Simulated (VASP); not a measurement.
## CuO: single point with r2SCAN

Crystal: CuO.

```
Cu O
1.0
     2.31296   -1.69024    0.00000
     2.31296    1.69024    0.00000
    -0.84892    0.00000    4.99106
Cu O
2 2
Direct
  0.00320 0.49680 0.00000
  0.49680 0.00320 0.50000
  0.57140 0.40560 0.25370
  0.40560 0.57140 0.75370
```

```json
{"Program": "VASP 6.6.1", "Task": "single point", "Functional": "r2SCAN", "Potentials or basis": "VASP PAW PBE potentials, release 64 (Cu, O)", "Cutoff": "520 eV", "k mesh": "10 × 10 × 5", "Occupations": "fermi-dirac, width 0.05 eV", "Spin": "no spin polarisation"}
```

```yaml
Pressure: 8.0 GPa
Largest_force: 0.896 eV/Å
Band_gap_on_the_k_mesh: zero (bands 17 and 18 overlap by 0.60 eV)
```

Forces on the atoms (eV/Å):
```
Cu  -0.736  0.416  0.295
Cu  -0.736 -0.416  0.295
O    0.736  0.154 -0.295
O    0.736 -0.154 -0.295
```

Stress tensor (GPa, compression positive):
```
 8.01  0.00 -2.51
 0.00  7.20  0.00
-2.51  0.00  8.66
```

Levels at points of the mesh, in eV from the Fermi level:
| k point | band 15 | band 16 | band 17 | band 18 | band 19 | band 20 |
| --- | --- | --- | --- | --- | --- | --- |
| (0.00, 0.00, 0.00) | -2.44 | -1.95 | 0.20 | 0.98 | 2.19 | 6.60 |
| (0.50, 0.00, 0.00) | -1.75 | -1.64 | -0.02 | 0.30 | 5.32 | 7.02 |
| (0.50, 0.50, 0.00) | -1.75 | -1.46 | -0.79 | 1.15 | 3.66 | 7.72 |

Run time: 8.3 min on 1 thread of Intel Xeon 8259CL, on a shared host, peak memory 0.25 GiB.

Caveat: the cell stands under pressure; the PAW data sets were made with another functional, which shifts forces and pressure a little; semilocal functionals often make such compounds metallic where correlation or magnetic order opens a gap, which also shifts bond lengths. With open d or f shells a metallic result of r2SCAN can be an artefact of self-interaction; +U or a hybrid may open a gap.
